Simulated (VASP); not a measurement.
Runs of VASP 6.6.1 on Mo. The structure is that of space group Im-3m (No. 229), or close to it. The cells are those of the table. 

```tsv
task	cell	k mesh	smearing	gap on the mesh (eV)	pressure (GPa)	relaxed volume (Å³/atom)
relaxation of cell and atoms	relaxed from a = 2.695 Å, angles 109.5°, 1 atom	16 × 16 × 16	gaussian 0.1 eV	none	0.0	15.11
single point	a = 2.694 Å, angles 109.5°, 1 atom	16 × 16 × 16	gaussian 0.1 eV	none	1.2	-
single point	a = 2.695 Å, angles 109.5°, 1 atom	8 × 8 × 8	gaussian 0.1 eV	none	(a)	-
relaxation of cell and atoms	relaxed from a = 2.694 Å, angles 109.5°, 1 atom	16 × 16 × 16	fermi-dirac 0.15 eV	none	0.0	15.12
```

Alike in all rows: level LDA; potentials or basis VASP PAW LDA potentials, release 64 (Mo_sv); no spin polarisation; cutoff (eV) 500.

Q: Fill in the values left out.

A: (a) 1.3.

A k mesh can miss the band edges, and the runs leave out spin-orbit coupling on Mo.

A gap of «none» marks levels without a gap at the run's occupations.
